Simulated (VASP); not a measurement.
# W (R-3m) in VASP: a series of runs

Runs on W. Level: LDA. Tasks: single point.

Program: VASP 6.6.1. These are calculated values, not measurements. Logs are shortened: lines on timing, memory, paths and dates and some standing lists are left out, and cuts for length are marked.

**1. The cell of the first run**

The structure is trigonal, space group R-3m (No. 166). The conventional cell has a = 5.194 Å, b = 5.194 Å, c = 2.139 Å, α = 90.00°, β = 90.00°, γ = 120.00°. W (site symmetry -3m) has 2 W at 2.14 Å within 2.8 Å.

**2. Single point, LDA (16.66 Å³/atom)**

Contents of INCAR:

```
PREC = Accurate ; ENCUT = 520
EDIFF = 1E-7 ; ISMEAR = 0
SIGMA = 0.15 ; LREAL = F
LASPH = T ; NELM = 60
ALGO = Fast ; ISIF = 2
LWAVE = F ; LCHARG = F
NBANDS = 13
```

Contents of KPOINTS:

```
Automatic mesh
0
Gamma
  22 22 22
```

Contents of POSCAR:

```
W
1.0
   -2.0367840154      1.6358543295      1.6358543295
    1.6358543295     -2.0367840154      1.6358543295
    1.6358543295      1.6358543295     -2.0367840154
W
1
Direct
    0.0000000000      0.0000000000      0.0000000000
```

Potentials or basis: VASP PAW LDA potentials, release 64 (W_sv).

Run with:

```
cat potpaw_LDA.64/W_sv/POTCAR > POTCAR
mpirun -np 1 vasp_std > vasp.out
```

OUTCAR:

```text
PREC = Accurate
   ENCUT = 520
   EDIFF = 1E-7
   ISMEAR = 0
   LREAL = F
   LASPH = T
   NELM = 60
   ISIF = 2

 ion  position               nearest neighbor table
   1  0.000  0.000  0.000-

  LATTYP: Found a trigonal (rhomboedric) cell.
 ALAT       =     3.0822926370
 COS(alpha) =    -0.4197392560

  Lattice vectors:

 A1 = (  -2.0367840154,   1.6358543295,   1.6358543295)
 A2 = (   1.6358543295,  -2.0367840154,   1.6358543295)
 A3 = (   1.6358543295,   1.6358543295,  -2.0367840154)

Analysis of symmetry for initial positions (statically):
=====================================================================
 Subroutine PRICEL returns:
 Original cell was already a primitive cell.

 Routine SETGRP: Setting up the symmetry group for a
 trigonal (rhombohedral) supercell.

 Subroutine GETGRP returns: Found 12 space group operations
 (whereof 12 operations were pure point group operations)
 out of a pool of 12 trial point group operations.

The static configuration has the point symmetry D_3d.

Analysis of symmetry for dynamics (positions and initial velocities):
=====================================================================
 Subroutine PRICEL returns:
 Original cell was already a primitive cell.

 Routine SETGRP: Setting up the symmetry group for a
 trigonal (rhombohedral) supercell.

 Subroutine GETGRP returns: Found 12 space group operations
 (whereof 12 operations were pure point group operations)
 out of a pool of 12 trial point group operations.

The dynamic configuration has the point symmetry D_3d.

 Subroutine INISYM returns: Found 12 space group operations
 (whereof 12 operations are pure point group operations),
 and found     1 'primitive' translations

----------------------------------------------------------------------------------------

                                     Primitive cell

  volume of cell :      16.6570

  direct lattice vectors                    reciprocal lattice vectors
    -2.036784015  1.635854330  1.635854330     0.088399456  0.360683276  0.360683276
     1.635854330 -2.036784015  1.635854330     0.360683276  0.088399456  0.360683276
     1.635854330  1.635854330 -2.036784015     0.360683276  0.360683276  0.088399456

  length of vectors
     3.082292637  3.082292637  3.082292637     0.517686503  0.517686503  0.517686503

  position of ions in fractional coordinates (direct lattice)
     0.000000000  0.000000000  0.000000000

  ion indices of the primitive-cell ions
   primitive index   ion index
                 1           1

----------------------------------------------------------------------------------------

 KPOINTS: Automatic mesh

Automatic generation of k-mesh.
 Grid dimensions read from file:
 generate k-points for:   22   22   22

 Generating k-lattice:

  Cartesian coordinates                     Fractional coordinates (reciprocal lattice)
     0.004018157  0.016394694  0.016394694     0.045454545  0.000000000  0.000000000
     0.016394694  0.004018157  0.016394694     0.000000000  0.045454545  0.000000000
     0.016394694  0.016394694  0.004018157     0.000000000  0.000000000  0.045454545

  Length of vectors
     0.023531205  0.023531205  0.023531205

  Shift w.r.t. Gamma in fractional coordinates (k-lattice)
     0.000000000  0.000000000  0.000000000

 Subroutine IBZKPT returns following result:
 ===========================================

 Found   1024 irreducible k-points:

 Following reciprocal coordinates:
            Coordinates               Weight
  0.000000  0.000000  0.000000      1.000000
  0.045455 -0.000000 -0.000000      6.000000
  0.090909 -0.000000 -0.000000      6.000000
  0.136364  0.000000  0.000000      6.000000
  0.181818 -0.000000  0.000000      6.000000
  0.227273  0.000000  0.000000      6.000000
[... 16 lines left out ...]
  0.500000  0.045455 -0.000000     12.000000
 -0.454545  0.045455  0.000000     12.000000
 [... further k-points ...]
   k-points           NKPTS =   1024   k-points in BZ     NKDIM =   1024   number of bands    NBANDS=     13
   number of dos      NEDOS =    301   number of ions     NIONS =      1
   total plane-waves  NPLWV =  13824
   dimension x,y,z NGX =    24 NGY =   24 NGZ =   24
   dimension x,y,z NGXF=    48 NGYF=   48 NGZF=   48
   ions per type =               1
   NGX,Y,Z   is equivalent  to a cutoff of  12.94, 12.94, 12.94 a.u.
   NGXF,Y,Z  is equivalent  to a cutoff of  25.89, 25.89, 25.89 a.u.
 SYSTEM =  unknown system
   PREC   = accura    normal or accurate (medium, high low for compatibility)
   ISTART =      0    job   : 0-new  1-cont  2-samecut
   ICHARG =      2    charge: 1-file 2-atom 10-const
   ISPIN  =      1    spin polarized calculation?
   LNONCOLLINEAR =      F non collinear calculations
   LSORBIT =      F    spin-orbit coupling
   LASPH  =      T    aspherical Exc in radial PAW
   ENCUT  =  520.0 eV  38.22 Ry    6.18 a.u.   5.73  5.73  5.73*2*pi/ulx,y,z
   NELM   =     60;   NELMIN=  2; NELMDL= -5     # of ELM steps
   EDIFF  = 0.1E-06   stopping-criterion for ELM
   LREAL  =      F    real-space projection
   EDIFFG = 0.1E-05   stopping-criterion for IOM
   NSW    =      0    number of steps for IOM
   IBRION =     -1    ionic relax: 0-MD 1-quasi-New 2-CG
   NFREE  =      0    steps in history (QN), initial steepest desc. (CG)
   ISIF   =      2    stress and relaxation
   ISYM   =      2    0-nonsym 1-usesym 2-fastsym
   POTIM  = 0.5000    time-step for ionic-motion
   TEBEG  =    0.0;   TEEND  =   0.0 temperature during run
   PSTRESS=    0.0 pullay stress
   NELECT =      14.0000    total number of electrons
   NUPDOWN=      -1.0000    fix difference up-down
   EMIN   =  10.00;   EMAX   =-10.00  energy-range for DOS
   EFERMI =   0.00;   METHOD = LEGACY
   ISMEAR =     0;   SIGMA  =   0.15  broadening in eV -4-tet -1-fermi 0-gaus
   EFERMI_NEDOS =   21; number of points for ismear=-14 and -15
   IALGO  =     68    algorithm
   IMIX   =      4    mixing-type and parameters
     AMIX     =   0.40;   BMIX     =  1.00
     AMIX_MAG =   1.60;   BMIX_MAG =  1.00
  volume/ion in A,a.u.               =      16.66       112.41
  Fermi-wavevector in a.u.,A,eV,Ry     =   1.544965  2.919560 32.475966  2.386916
  Thomas-Fermi vector in A             =   2.650411
   LORBIT       =      0    0 simple, 1 ext, 2 COOP (PROOUT), +10 PAW based schemes
   GGA     = CA    functional components
   LHFCALC =     F    Hartree Fock is set to
   AEXX    =    0.0000 exact exchange contribution
   IVDW    =     0    specifies the selected vdW correction
   LEPSILON=     F    determine dielectric tensor
   LRPA    =     F    only Hartree local field effects (RPA)
 non-spin polarized calculation
 RMM-DIIS sequential band-by-band and
 Gauss-broadening in eV      SIGMA  =   0.15
  energy-cutoff  :      520.00
  volume of cell :       16.66
 maximum number of plane-waves:       460
   NGX = 11   NGY = 11   NGZ = 11

 number of electron      13.9999998 magnetization

 Free energy of the ion-electron system (eV)
  ---------------------------------------------------
  ext. energy  EPLUGINS =         0.00000000
  ---------------------------------------------------
  free energy    TOTEN  =       -11.67527052 eV

  energy without entropy =      -11.66680660  energy(sigma->0) =      -11.67103856

 E-fermi :  10.7695     XC(G=0): -13.3598

 val. band max:       10.7667326296   @ k =  -0.2727   0.2727   0.0455
 cond. band min:      10.7747960977   @ k =   0.3182  -0.0000  -0.0000
 fundamental gap:      0.0080634681
 Fermi energy:        10.7695092307

 k-point     1 :       0.0000    0.0000    0.0000
  band No.  band energies     occupation
      1     -63.6218      2.00000
      2     -27.7319      2.00000
      3     -27.7319      2.00000
      4     -24.9659      2.00000
      5       1.6374      2.00000
      6       4.9065      2.00000
      7       8.6938      2.00000
      8       8.6938      2.00000
      9      17.0801      0.00000
     10      17.0801      0.00000
     11      21.0449      0.00000
     12      26.9758      0.00000
     13      26.9758      0.00000

 k-point     2 :       0.0455   -0.0000   -0.0000
  band No.  band energies     occupation
      1     -63.6037      2.00000
      2     -27.7209      2.00000
      3     -27.7171      2.00000
      4     -25.1270      2.00000
      5       1.7651      2.00000
      6       5.1817      2.00000
      7       8.7125      2.00000
      8       8.7644      2.00000
      9      16.5314      0.00000
     10      16.6115      0.00000
     11      21.1700      0.00000
     12      27.5622      0.00000
     13      27.5954      0.00000

 k-point     3 :       0.0909   -0.0000   -0.0000
  band No.  band energies     occupation
      1     -63.5507      2.00000
      2     -27.6889      2.00000
      3     -27.6737      2.00000
      4     -25.5835      2.00000
      5       2.1196      2.00000
      6       6.0032      2.00000
      7       8.7677      2.00000
      8       8.9742      2.00000
      9      15.2164      0.00000
     10      15.4704      0.00000
     11      21.5383      0.00000
     12      29.0339      0.00000
     13      29.0639      0.00000

 k-point     4 :       0.1364    0.0000    0.0000
  band No.  band energies     occupation
      1     -63.4664      2.00000
      2     -27.6379      2.00000
      3     -27.6048      2.00000
      4     -26.2664      2.00000
      5       2.6452      2.00000
      6       7.3380      2.00000
      7       8.8542      2.00000
      8       9.3177      2.00000
      9      13.6265      0.00000
     10      14.0716      0.00000
     11      22.1264      0.00000
     12      30.6560      0.00000
     13      30.8103      0.00000

 k-point     5 :       0.1818   -0.0000    0.0000
  band No.  band energies     occupation
      1     -63.3571      2.00000
      2     -27.5730      2.00000
      3     -27.5149      2.00000
      4     -27.0858      2.00000
      5       3.2950      2.00000
      6       8.9489      2.00000
      7       9.0951      2.00000
      8       9.7828      2.00000
      9      12.0600      0.00000
     10      12.6855      0.00000
     11      22.8831      0.00000
     12      30.8612      0.00000
     13      31.6047      0.00000
[... 257 lines left out ...]
 k-point    22 :       0.4545    0.0455   -0.0000
  band No.  band energies     occupation
      1     -62.6822      2.00000
      2     -31.1238      2.00000
      3     -27.1284      2.00000
      4     -26.9554      2.00000
      5       4.4392      2.00000
      6       6.3215      2.00000
      7      11.5342      0.00000
      8      11.7768      0.00000
      9      13.7176      0.00000
     10      15.7804      0.00000
     11      21.4317      0.00000
     12      27.1717      0.00000
     13      29.2157      0.00000

 k-point    23 :       0.5000    0.0455   -0.0000
  band No.  band energies     occupation
      1     -62.7015      2.00000
      2     -31.0227      2.00000
      3     -27.1537      2.00000
      4     -26.9745      2.00000
      5       4.4900      2.00000
      6       6.4345      2.00000
      7      11.3499      0.00000
      8      11.7475      0.00000
      9      14.2547      0.00000
     10      15.3047      0.00000
     11      21.5612      0.00000
     12      26.9845      0.00000
     13      28.6434      0.00000

 k-point    24 :      -0.4545    0.0455    0.0000
  band No.  band energies     occupation
      1     -62.7591      2.00000
      2     -30.7231      2.00000
      3     -27.2041      2.00000
      4     -27.0255      2.00000
      5       4.7163      2.00000
      6       6.7736      2.00000
      7      10.7019      1.47591
      8      11.3834      0.00000
      9      13.7952      0.00000
     10      16.0072      0.00000
     11      22.0785      0.00000
     12      26.4621      0.00000
     13      27.6236      0.00000

 [... further k-points ...]

------------------------ aborting loop because EDIFF is reached ----------------------------------------

  FORCE on cell =-STRESS in cart. coord.  units (eV):
  Direction    XX          YY          ZZ          XY          YZ          ZX
  --------------------------------------------------------------------------------------
  -------------------------------------------------------------------------------------
  Total        3.6719608      3.6719608      3.6719608      7.4416523      7.4416523      7.4416523
  in kB      353.1927893    353.1927893    353.1927893    715.7859497    715.7859497    715.7859497
  external PRESSURE =     353.1927893 kB  Pullay stress =       0.0000000 kB

 VOLUME and BASIS-vectors are now :
 -----------------------------------------------------------------------------
  energy-cutoff  :      520.00
  volume of cell :       16.66
      direct lattice vectors                 reciprocal lattice vectors
    -2.036784015  1.635854330  1.635854330     0.088399456  0.360683276  0.360683276
     1.635854330 -2.036784015  1.635854330     0.360683276  0.088399456  0.360683276
     1.635854330  1.635854330 -2.036784015     0.360683276  0.360683276  0.088399456

 POSITION                                       TOTAL-FORCE (eV/Angst)
 -----------------------------------------------------------------------------------
      0.00000      0.00000      0.00000         0.000000      0.000000      0.000000
 -----------------------------------------------------------------------------------
    total drift:                               -0.000000     -0.000000      0.000000

  FREE ENERGIE OF THE ION-ELECTRON SYSTEM (eV)
  ---------------------------------------------------
  free  energy   TOTEN  =       -11.6752705176 eV

  energy  without entropy=      -11.6668066017  energy(sigma->0) =      -11.67103856
```

It took 2.6 min on 1 thread of AMD EPYC 9R45 (Zen 5), shared host; peak memory 0.27 GiB.

Results:

```
Free energy            : -11.6753 eV
Pressure               : 35.3 GPa
Band gap on the k mesh : zero (bands 7 and 8 overlap by 4.70 eV)
```

Stress tensor (GPa, compression positive):
```
35.32 71.58 71.58
71.58 35.32 71.58
71.58 71.58 35.32
```

Caveat: the cell stands under pressure; spin-orbit coupling is left out, which moves the levels of the heavy elements.

[end of part 1 of 2]
